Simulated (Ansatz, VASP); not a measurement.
# Two plane-wave programs on AlN

File INCAR:

```
SYSTEM = AlN
  PREC = Accurate
  ENCUT = 520
  EDIFF = 1E-6
  ISMEAR = 0
  SIGMA = 0.05
  LREAL = .FALSE.
  LASPH = .TRUE.
  NELM = 60
  ALGO = Normal
  ISIF = 2
  LWAVE = .FALSE.
  LCHARG = .TRUE.
  GGA = PS
  LELF = .TRUE.
  LVHAR = .TRUE.
  NBANDS = 11
```

The input KPOINTS:

```
regular mesh
0
G
  10 10 10
  0 0 0
```

File POSCAR:

```
AlN
1.0
    0.0000000000      2.0575765638      2.0575765638
    2.0575765638      0.0000000000      2.0575765638
    2.0575765638      2.0575765638      0.0000000000
Al N
1 1
Direct
    0.5000000000      0.5000000000      0.5000000000
    0.0000000000      0.0000000000      0.0000000000
```

Input for Ansatz:

```yaml
crystal:
  lattice:
    - [0.0, 2.0575765638, 2.0575765638]
    - [2.0575765638, 0.0, 2.0575765638]
    - [2.0575765638, 2.0575765638, 0.0]
  atoms:
    - { symbol: Al, position: [0.5, 0.5, 0.5] }
    - { symbol: "N", position: [0.0, 0.0, 0.0] }
basis:
  ecutwfc: 520.0
kpoints:
  mp_grid: { grid: [10, 10, 10] }
hamiltonian:
  xc: pbesol
  pseudopotentials: { kind: paw, azcp: { folder: soft_1 } }
scf:
  occupations: { method: gaussian, width: 0.05 }
output:
  forces: true
  stress: true
  eigenvalues: true
```

Alike in both runs: task single point; functional PBEsol; k mesh 10 × 10 × 10; occupations gaussian, width 0.05 eV; no spin polarisation.

|  | VASP | Ansatz |
| --- | --- | --- |
| version | VASP 6.6.1 | Ansatz 0.2.0 |
| potentials or method | VASP PAW PBE potentials, release 64 (Al, N), cutoff 520 eV | scalar-relativistic, plane waves, PAW |
| valence electrons in the cell | 8 | 8 |

|  | VASP | Ansatz | Ansatz less VASP |
| --- | --- | --- | --- |
| gap on the k mesh at the Fermi level (eV) | 4.06 | 4.07 | +0.003 |
| least direct gap on the mesh (eV) | 4.93 | 4.91 | -0.016 |
| pressure (GPa) | -12.3 | -12.3 | +0.01 |

VASP's potentials were made for PBE, not for PBEsol, and Ansatz warns of the same on its side. The functional is the same, so the differences come from potentials, cutoffs and numerics.
